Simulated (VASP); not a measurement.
# TiB4 (P-6m2) in VASP: notebook

Runs on TiB4. Level: PBE. Tasks: single point, relaxation of cell and atoms.

Program: VASP 6.6.1. These are calculated values, not measurements. Logs are shortened: lines on timing, memory, paths and dates and some standing lists are left out, and cuts for length are marked.

## Step 1: The cell of the first run

It takes space group P-6m2 (No. 187, hexagonal). The conventional cell has a = 3.082 Å, b = 3.082 Å, c = 5.282 Å, α = 90.00°, β = 90.00°, γ = 120.00°. Ti (site symmetry -6m2) has 2 B at 1.48 Å within 2.0 Å. Within 1.5 Å of B (site symmetry 3m) lie 1 B at 1.13 Å. Within 2.0 Å of B (site symmetry 3m) lie 1 Ti at 1.48 Å and 3 B at 1.88 Å.

## Step 2: Single point, PBE

File INCAR:

```
ALGO = Normal
EDIFF = 1E-6
ENCUT = 520
GGA = PE
ISIF = 2
ISMEAR = 0
LASPH = T
LCHARG = F
LREAL = F
LWAVE = F
NBANDS = 20
NELM = 100
PREC = Accurate
SIGMA = 0.1
```

File KPOINTS:

```
k-points
0
Gamma
  6 6 4
```

File POSCAR:

```
TiB4
1.0
    3.0821911600      0.0000000000      0.0000000000
   -1.5410955800      2.6692558400      0.0000000000
    0.0000000000      0.0000000000      5.2816559700
Ti B
1 4
Direct
    0.0000000000      0.0000000000      0.0000000000
    0.6666666700      0.3333333300      0.3928130800
    0.6666666700      0.3333333300      0.6071869200
    0.0000000000      0.0000000000      0.7203716300
    0.0000000000      0.0000000000      0.2796283700
```

Potentials or basis: VASP PAW PBE potentials, release 64 (Ti_sv, B).

Command:

```
> cat potpaw_PBE.64/Ti_sv/POTCAR potpaw_PBE.64/B/POTCAR > POTCAR
> mpirun -np 1 vasp_std > vasp.out
```

OUTCAR:

```text
EDIFF = 1E-6
   ENCUT = 520
   GGA = PE
   ISIF = 2
   ISMEAR = 0
   LASPH = T
   LREAL = F
   NELM = 100
   PREC = Accurate

 ion  position               nearest neighbor table
   1  0.000  0.000  0.000-   4 1.48   5 1.48
   2  0.667  0.333  0.393-   3 1.13   5 1.88   5 1.88   5 1.88
   3  0.667  0.333  0.607-   2 1.13   4 1.88   4 1.88   4 1.88
   4  0.000  0.000  0.720-   1 1.48   3 1.88   3 1.88   3 1.88
   5  0.000  0.000  0.280-   1 1.48   2 1.88   2 1.88   2 1.88

  LATTYP: Found a hexagonal cell.
 ALAT       =     3.0821911600
 C/A-ratio  =     1.7136042821

  Lattice vectors:

 A1 = (   3.0821911600,   0.0000000000,   0.0000000000)
 A2 = (  -1.5410955800,   2.6692558400,   0.0000000000)
 A3 = (   0.0000000000,   0.0000000000,   5.2816559700)

Analysis of symmetry for initial positions (statically):
=====================================================================
 Subroutine PRICEL returns:
 Original cell was already a primitive cell.

 Routine SETGRP: Setting up the symmetry group for a
 hexagonal supercell.

 Subroutine GETGRP returns: Found 12 space group operations
 (whereof 12 operations were pure point group operations)
 out of a pool of 24 trial point group operations.

The static configuration has the point symmetry D_3h.

Analysis of symmetry for dynamics (positions and initial velocities):
=====================================================================
 Subroutine PRICEL returns:
 Original cell was already a primitive cell.

 Routine SETGRP: Setting up the symmetry group for a
 hexagonal supercell.

 Subroutine GETGRP returns: Found 12 space group operations
 (whereof 12 operations were pure point group operations)
 out of a pool of 24 trial point group operations.

The dynamic configuration has the point symmetry D_3h.

 Subroutine INISYM returns: Found 12 space group operations
 (whereof 12 operations are pure point group operations),
 and found     1 'primitive' translations

----------------------------------------------------------------------------------------

                                     Primitive cell

  volume of cell :      43.4530

  direct lattice vectors                    reciprocal lattice vectors
     3.082191160  0.000000000  0.000000000     0.324444510  0.187318125  0.000000000
    -1.541095580  2.669255840  0.000000000     0.000000000  0.374636251  0.000000000
     0.000000000  0.000000000  5.281655970     0.000000000  0.000000000  0.189334558

  length of vectors
     3.082191160  3.082191157  5.281655970     0.374636250  0.374636251  0.189334558

  position of ions in fractional coordinates (direct lattice)
     0.000000000  0.000000000  0.000000000
     0.666666670  0.333333330  0.392813080
     0.666666670  0.333333330  0.607186920
     0.000000000  0.000000000  0.720371630
     0.000000000  0.000000000  0.279628370

  ion indices of the primitive-cell ions
   primitive index   ion index
                 1           1
                 2           2
                 3           3
                 4           4
                 5           5

----------------------------------------------------------------------------------------

 KPOINTS: k-points

Automatic generation of k-mesh.
 Grid dimensions read from file:
 generate k-points for:    6    6    4

 Generating k-lattice:

  Cartesian coordinates                     Fractional coordinates (reciprocal lattice)
     0.054074085  0.031219688  0.000000000     0.166666667 -0.000000000  0.000000000
     0.000000000  0.062439375  0.000000000     0.000000000  0.166666667  0.000000000
     0.000000000  0.000000000  0.047333640     0.000000000  0.000000000  0.250000000

  Length of vectors
     0.062439375  0.062439375  0.047333640

  Shift w.r.t. Gamma in fractional coordinates (k-lattice)
     0.000000000  0.000000000  0.000000000

 Subroutine IBZKPT returns following result:
 ===========================================

 Found     21 irreducible k-points:

 Following reciprocal coordinates:
            Coordinates               Weight
  0.000000  0.000000  0.000000      1.000000
  0.166667  0.000000  0.000000      6.000000
  0.333333  0.000000  0.000000      6.000000
  0.500000  0.000000  0.000000      3.000000
  0.166667  0.166667  0.000000      6.000000
  0.333333  0.166667  0.000000     12.000000
[... 13 lines left out ...]
  0.333333  0.166667  0.500000     12.000000
  0.333333  0.333333  0.500000      2.000000
   k-points           NKPTS =     21   k-points in BZ     NKDIM =     21   number of bands    NBANDS=     20
   number of dos      NEDOS =    301   number of ions     NIONS =      5
   total plane-waves  NPLWV =  23040
   dimension x,y,z NGX =    24 NGY =   24 NGZ =   40
   dimension x,y,z NGXF=    48 NGYF=   48 NGZF=   80
   ions per type =               1   4
   NGX,Y,Z   is equivalent  to a cutoff of  12.95, 12.95, 12.59 a.u.
   NGXF,Y,Z  is equivalent  to a cutoff of  25.89, 25.89, 25.18 a.u.
 SYSTEM =  unknown system
   PREC   = accura    normal or accurate (medium, high low for compatibility)
   ISTART =      0    job   : 0-new  1-cont  2-samecut
   ICHARG =      2    charge: 1-file 2-atom 10-const
   ISPIN  =      1    spin polarized calculation?
   LNONCOLLINEAR =      F non collinear calculations
   LSORBIT =      F    spin-orbit coupling
   LASPH  =      T    aspherical Exc in radial PAW
   ENCUT  =  520.0 eV  38.22 Ry    6.18 a.u.   5.73  5.73  9.82*2*pi/ulx,y,z
   NELM   =    100;   NELMIN=  2; NELMDL= -5     # of ELM steps
   EDIFF  = 0.1E-05   stopping-criterion for ELM
   LREAL  =      F    real-space projection
   EDIFFG = 0.1E-04   stopping-criterion for IOM
   NSW    =      0    number of steps for IOM
   IBRION =     -1    ionic relax: 0-MD 1-quasi-New 2-CG
   NFREE  =      0    steps in history (QN), initial steepest desc. (CG)
   ISIF   =      2    stress and relaxation
   ISYM   =      2    0-nonsym 1-usesym 2-fastsym
   POTIM  = 0.5000    time-step for ionic-motion
   TEBEG  =    0.0;   TEEND  =   0.0 temperature during run
   PSTRESS=    0.0 pullay stress
   NELECT =      24.0000    total number of electrons
   NUPDOWN=      -1.0000    fix difference up-down
   EMIN   =  10.00;   EMAX   =-10.00  energy-range for DOS
   EFERMI =   0.00;   METHOD = LEGACY
   ISMEAR =     0;   SIGMA  =   0.10  broadening in eV -4-tet -1-fermi 0-gaus
   EFERMI_NEDOS =   21; number of points for ismear=-14 and -15
   IALGO  =     38    algorithm
   IMIX   =      4    mixing-type and parameters
     AMIX     =   0.40;   BMIX     =  1.00
     AMIX_MAG =   1.60;   BMIX_MAG =  1.00
  volume/ion in A,a.u.               =       8.69        58.65
  Fermi-wavevector in a.u.,A,eV,Ry     =   1.343194  2.538268 24.547211  1.804169
  Thomas-Fermi vector in A             =   2.471287
   LORBIT       =      0    0 simple, 1 ext, 2 COOP (PROOUT), +10 PAW based schemes
   GGA     = PE    functional components
   LHFCALC =     F    Hartree Fock is set to
   AEXX    =    0.0000 exact exchange contribution
   IVDW    =     0    specifies the selected vdW correction
   LEPSILON=     F    determine dielectric tensor
   LRPA    =     F    only Hartree local field effects (RPA)
 non-spin polarized calculation
 Gauss-broadening in eV      SIGMA  =   0.10
  energy-cutoff  :      520.00
  volume of cell :       43.45
 maximum number of plane-waves:      1188
 NGX is ok and might be reduce to    24
   NGX = 11   NGY = 11   NGZ = 19

 number of electron      23.9999992 magnetization

 Free energy of the ion-electron system (eV)
  ---------------------------------------------------
  ext. energy  EPLUGINS =         0.00000000
  ---------------------------------------------------
  free energy    TOTEN  =       -18.20753845 eV

  energy without entropy =      -18.20011896  energy(sigma->0) =      -18.20382870

 E-fermi :   7.3066     XC(G=0): -11.6521

 val. band max:        7.1463841832   @ k =   0.3333   0.1667   0.0000
 cond. band min:       7.3836402189   @ k =   0.1667   0.0000   0.5000
 fundamental gap:      0.2372560357
 Fermi energy:         7.3065617109

 k-point     1 :       0.0000    0.0000    0.0000
  band No.  band energies     occupation
      1     -48.7997      2.00000
      2     -26.6570      2.00000
      3     -24.7081      2.00000
      4     -24.7081      2.00000
      5      -6.5358      2.00000
      6      -0.7296      2.00000
[... 12 lines left out ...]
     19      14.2086      0.00000
     20      14.6618      0.00000

 k-point     2 :       0.1667    0.0000    0.0000
  band No.  band energies     occupation
      1     -48.7891      2.00000
      2     -26.6428      2.00000
      3     -24.7927      2.00000
      4     -24.7277      2.00000
      5      -6.0929      2.00000
      6      -0.5203      2.00000
[... 12 lines left out ...]
     19      13.9139      0.00000
     20      15.1642      0.00000

 k-point     3 :       0.3333    0.0000    0.0000
  band No.  band energies     occupation
      1     -48.7676      2.00000
      2     -26.6142      2.00000
      3     -24.9587      2.00000
      4     -24.7665      2.00000
      5      -4.8084      2.00000
      6       0.0316      2.00000
[... 12 lines left out ...]
     19      14.5337      0.00000
     20      15.7752      0.00000

 k-point     4 :       0.5000    0.0000    0.0000
  band No.  band energies     occupation
      1     -48.7568      2.00000
      2     -26.5999      2.00000
      3     -25.0402      2.00000
      4     -24.7858      2.00000
      5      -3.2770      2.00000
      6      -1.9013      2.00000
[... 12 lines left out ...]
     19      14.4168      0.00000
     20      14.9289      0.00000

 k-point     5 :       0.1667    0.1667    0.0000
  band No.  band energies     occupation
      1     -48.7729      2.00000
      2     -26.6214      2.00000
      3     -24.9016      2.00000
      4     -24.7731      2.00000
      5      -5.2271      2.00000
      6      -0.1191      2.00000
[... 12 lines left out ...]
     19      14.2691      0.00000
     20      15.9426      0.00000

 k-point     6 :       0.3333    0.1667    0.0000
  band No.  band energies     occupation
      1     -48.7568      2.00000
      2     -26.5999      2.00000
      3     -24.9978      2.00000
      4     -24.8296      2.00000
      5      -3.6217      2.00000
      6      -0.9585      2.00000
[... 12 lines left out ...]
     19      14.1305      0.00000
     20      15.9513      0.00000

 k-point     7 :       0.3333    0.3333    0.0000
  band No.  band energies     occupation
      1     -48.7514      2.00000
      2     -26.5927      2.00000
      3     -24.9414      2.00000
      4     -24.9377      2.00000
      5      -2.3001      2.00000
      6      -1.7417      2.00000
[... 12 lines left out ...]
     19      14.9988      0.00000
     20      17.1246      0.00000
[... 208 lines left out ...]
 k-point    17 :       0.3333    0.0000    0.5000
  band No.  band energies     occupation
      1     -48.7675      2.00000
      2     -26.6145      2.00000
      3     -24.9585      2.00000
      4     -24.7664      2.00000
      5      -4.6471      2.00000
      6      -0.7694      2.00000
[... 12 lines left out ...]
     19      14.1113      0.00000
     20      16.3756      0.00000

 k-point    18 :       0.5000    0.0000    0.5000
  band No.  band energies     occupation
      1     -48.7568      2.00000
      2     -26.6001      2.00000
      3     -25.0400      2.00000
      4     -24.7857      2.00000
      5      -3.2377      2.00000
      6      -1.8787      2.00000
[... 12 lines left out ...]
     19      13.5642      0.00000
     20      15.2801      0.00000

 k-point    19 :       0.1667    0.1667    0.5000
  band No.  band energies     occupation
      1     -48.7729      2.00000
      2     -26.6216      2.00000
      3     -24.9014      2.00000
      4     -24.7730      2.00000
      5      -5.0348      2.00000
      6      -1.1864      2.00000
[... 12 lines left out ...]
     19      14.3376      0.00000
     20      16.1836      0.00000

 k-point    20 :       0.3333    0.1667    0.5000
  band No.  band energies     occupation
      1     -48.7568      2.00000
      2     -26.6001      2.00000
      3     -24.9976      2.00000
      4     -24.8294      2.00000
      5      -3.5523      2.00000
      6      -0.9417      2.00000
[... 12 lines left out ...]
     19      13.7258      0.00000
     20      16.5352      0.00000

 k-point    21 :       0.3333    0.3333    0.5000
  band No.  band energies     occupation
      1     -48.7514      2.00000
      2     -26.5929      2.00000
      3     -24.9412      2.00000
      4     -24.9375      2.00000
      5      -2.4864      2.00000
      6      -1.3487      2.00000
[... 12 lines left out ...]
     19      15.5036      0.00000
     20      16.4475      0.00000

------------------------ aborting loop because EDIFF is reached ----------------------------------------

  FORCE on cell =-STRESS in cart. coord.  units (eV):
  Direction    XX          YY          ZZ          XY          YZ          ZX
  --------------------------------------------------------------------------------------
  -------------------------------------------------------------------------------------
  Total       -2.9432372     -2.9432372     79.3973426      0.0000000      0.0000000      0.0000000
  in kB     -108.5215453   -108.5215450   2927.4984104      0.0000000      0.0000000      0.0000000
  external PRESSURE =     903.4851067 kB  Pullay stress =       0.0000000 kB

 VOLUME and BASIS-vectors are now :
 -----------------------------------------------------------------------------
  energy-cutoff  :      520.00
  volume of cell :       43.45
      direct lattice vectors                 reciprocal lattice vectors
     3.082191160  0.000000000  0.000000000     0.324444510  0.187318125  0.000000000
    -1.541095580  2.669255840  0.000000000     0.000000000  0.374636251  0.000000000
     0.000000000  0.000000000  5.281655970     0.000000000  0.000000000  0.189334558

 POSITION                                       TOTAL-FORCE (eV/Angst)
 -----------------------------------------------------------------------------------
      0.00000      0.00000      0.00000         0.000000      0.000000      0.000000
      1.54110      0.88975      2.07470        -0.000000      0.000000    -38.072879
      1.54110      0.88975      3.20695        -0.000000     -0.000000     38.072879
      0.00000      0.00000      3.80476        -0.000000      0.000000    -15.928159
      0.00000      0.00000      1.47690        -0.000000      0.000000     15.928159
 -----------------------------------------------------------------------------------
    total drift:                               -0.000004      0.000002     -0.000000

  FREE ENERGIE OF THE ION-ELECTRON SYSTEM (eV)
  ---------------------------------------------------
  free  energy   TOTEN  =       -18.2075384509 eV

  energy  without entropy=      -18.2001189574  energy(sigma->0) =      -18.20382870
```

Wall time 7.4 s (1 thread of Intel Xeon 6975P-C (Granite Rapids), shared host); peak memory 0.16 GiB.

What came out:

| Quantity | Value |
| --- | --- |
| Free energy | -18.2075 eV |
| Pressure | 90.3 GPa |
| Largest force | 38.073 eV/Å |
| Band gap on the k mesh | zero (band 12 reaches 8.36 eV, above the bottom of band 13 at 6.21 eV) |

Forces on the atoms (eV/Å):
```
Ti    0.000   0.000   0.000
B     0.000   0.000 -38.073
B     0.000   0.000  38.073
B     0.000   0.000 -15.928
B     0.000   0.000  15.928
```

Caveat: the k points lie up to 0.39 Å⁻¹ apart; forces of over 1 eV/Å act on the atoms, so gaps and moduli don't describe the material at rest.

## Step 3: Single point, PBE

This run uses another cell than the first one, of 9.28 Å³/atom, 1.067 times its volume.

File INCAR:

```
  ALGO = Normal
  EDIFF = 1E-6
  ENCUT = 520
  GGA = PE
  ISIF = 2
  ISMEAR = 0
  LASPH = T
  LCHARG = F
  LREAL = F
  LWAVE = F
  NBANDS = 20
  NELM = 60
  PREC = Accurate
  SIGMA = 0.1
```

KPOINTS is that of step 2.

File POSCAR:

```
TiB4
1.0
    3.0450018828      0.0000000000      0.0000000000
   -1.5225009414      2.6370489851      0.0000000000
    0.0000000000      0.0000000000      5.7756876254
Ti B
1 4
Direct
    0.0000000000      0.0000000000      0.0000000000
    0.6666666667      0.3333333333      0.3005329451
    0.6666666667      0.3333333333      0.6994670549
    0.0000000000      0.0000000000      0.6412472236
    0.0000000000      0.0000000000      0.3587527764
```

Potentials or basis: VASP PAW PBE potentials, release 64 (Ti_sv, B).

Command:

```
> cat potpaw_PBE.64/Ti_sv/POTCAR potpaw_PBE.64/B/POTCAR > POTCAR
> mpirun -np 1 vasp_std > vasp.out
```

Run time: 8.8 s. Hardware: 1 thread of Intel Xeon 6975P-C (Granite Rapids), shared host; peak memory 0.17 GiB.

It converged, with:

| Property | Result |
| --- | --- |
| Free energy | -33.9048 eV |
| Pressure | 0.0 GPa |
| Largest force | 0.023 eV/Å |
| Band gap on the k mesh | zero (band 12 reaches 7.03 eV, above the bottom of band 13 at 5.73 eV) |

Forces in eV/Å, atoms in the order of the input:
```
Ti   0.000  0.000  0.000
B    0.000  0.000 -0.013
B    0.000  0.000  0.013
B    0.000  0.000  0.023
B    0.000  0.000 -0.023
```

Stress tensor (GPa, compression positive):
```
-0.19  0.00  0.00
 0.00 -0.19  0.00
 0.00  0.00  0.45
```

Levels at points of the mesh, in eV from the Fermi level:
| k point | band 10 | band 11 | band 12 | band 13 | band 14 | band 15 |
| --- | --- | --- | --- | --- | --- | --- |
| (0.00, 0.00, 0.00) | -0.47 | 0.56 | 0.56 | 1.15 | 1.15 | 3.35 |
| (0.50, 0.00, 0.00) | -2.56 | -1.74 | -1.31 | -0.30 | 1.80 | 3.13 |
| (0.00, 0.00, 0.50) | -0.79 | 0.40 | 0.40 | 2.37 | 2.75 | 2.75 |
| (0.50, 0.00, 0.50) | -2.11 | -1.55 | -0.88 | -0.16 | 2.40 | 2.70 |

Caveat: the k points lie up to 0.40 Å⁻¹ apart.

(Part 1 of 3 ends here.)
